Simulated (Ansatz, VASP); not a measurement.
# Two plane-wave programs on HfC

```
Hf C
1.0
     0.00000    2.34040    2.34040
     2.34040    0.00000    2.34040
     2.34040    2.34040    0.00000
Hf C
1 1
Cartesian
  2.3404 2.3404 2.3404
  0.0000 0.0000 0.0000
```

Change from the starting cell: volume scaled by 1.02, PAW files.

Alike in both runs: task electric field gradients; functional PBEsol; k mesh 15 × 15 × 15; occupations fermi-dirac, width 0.05 eV; no spin polarisation.

|  | VASP | Ansatz |
| --- | --- | --- |
| version | VASP 6.6.1 | Ansatz 0.2.0 |
| potentials or method | VASP PAW PBE potentials, release 64 (Hf_pv, C) | PAW with Ansatz's default frozen-core files, scalar-relativistic |
| plane-wave cutoff (eV) | 520 | 420 |
| valence electrons in the cell | 14 | 30 |

Ansatz gave:

* pressure (GPa): -10.8

Task: Which values does VASP return?

Result: Pressure (GPa): -11.3.

VASP's potentials were made for PBE, not for PBEsol. The functional is the same, so the differences come from potentials, cutoffs and numerics. VASP's potentials hold 14 valence electrons a cell and Ansatz's 30, so a difference there can come from the potentials and not from the codes.

Neither program's run includes spin-orbit coupling.
